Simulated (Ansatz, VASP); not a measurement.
## SnO2 in VASP and in Ansatz

```
Sn O
1.0
     0.00000    2.52160    2.52160
     2.52160    0.00000    2.52160
     2.52160    2.52160    0.00000
Sn O
1 2
Direct
  0.00000 0.00000 0.00000
  0.75000 0.75000 0.75000
  0.25000 0.25000 0.25000
```

Alike in both runs: task single point; functional r2SCAN; k mesh 9 × 9 × 9; occupations fermi-dirac, width 0.05 eV; no spin polarisation.

|  | VASP | Ansatz |
| --- | --- | --- |
| version | VASP 6.6.1 | Ansatz 0.2.0 |
| potentials or method | VASP PAW PBE potentials, release 64 (Sn_d, O) | Ansatz PAW |
| plane-wave cutoff (eV) | 520 | 500 |
| valence electrons in the cell | 26 | 26 |

Ansatz gave:

* gap on the k mesh at the Fermi level (eV): 1.08
* least direct gap on the mesh (eV): 2.45
* pressure (GPa): 3.3

**Question.** Which values does VASP return?

**Answer.** gap on the k mesh at the Fermi level (eV): 1.10; least direct gap on the mesh (eV): 2.48; pressure (GPa): 4.8.

VASP's potentials were made for PBE, not for r2SCAN. With one functional, cell and mesh, what is left measures potentials, basis and numerics.

Noted on Ansatz's run: odd divisions of the mesh miss points on the zone boundary, where band edges often lie, so the gap on the mesh can be too wide.
